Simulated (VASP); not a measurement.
Crystal: MoRu5.

```
Mo Ru
1.0
     4.71607    0.00000    0.00000
    -2.35803    4.08423    0.00000
     0.00000    0.00000    4.40480
Mo Ru
1 5
Direct
  0.00000 0.00000 0.00000
  0.33333 0.66667 0.00000
  0.66667 0.33333 0.00000
  0.66667 0.66667 0.50000
  0.33333 0.00000 0.50000
  0.00000 0.33333 0.50000
```

```yaml
Program: VASP 6.6.1
Task: relaxation of cell and atoms
Functional: PBE
Potentials_or_basis: VASP PAW PBE potentials, release 64 (Mo_sv, Ru_pv)
Cutoff: 600 eV
k_mesh: 12 × 12 × 8
Occupations: gaussian, width 0.1 eV
Spin: no spin polarisation
```

At the start: pressure -1.4 GPa; volume 14.14 Å³/atom.

Task: How do energy, volume and symmetry change on relaxing?

Result: Over 8 steps the energy falls by 11.9 meV/atom and the volume is 14.08 Å³/atom (-0.4 %); space group P-62m (No. 189, to 0.1 Å) before and after.

Step by step:
```
step  energy change (eV)  largest force (eV/Å)  pressure (GPa)  volume (Å³)
   1              0.0000                0.3861           -1.37        84.84
   2             -0.0187                0.0715            4.83        83.30
   3             -0.0639                0.2258            1.59        84.01
   4             -0.0638                0.2206            1.79        83.99
   5             -0.0571                0.0471           -3.62        85.55
   6             -0.0688                0.1492           -0.43        84.60
   7             -0.0714                0.0340           -0.13        84.52
   8             -0.0716                0.0016            0.00        84.49
```

Final structure:
```
Mo Ru
1.0
     4.75315    0.00000    0.00000
    -2.37657    4.11635    0.00000
     0.00000    0.00000    4.31834
Mo Ru
1 5
Direct
  0.00000 0.00000 0.00000
  0.33333 0.66667 0.00000
  0.66667 0.33333 0.00000
  0.66124 0.66124 0.50000
  0.33876 0.00000 0.50000
  0.00000 0.33876 0.50000
```
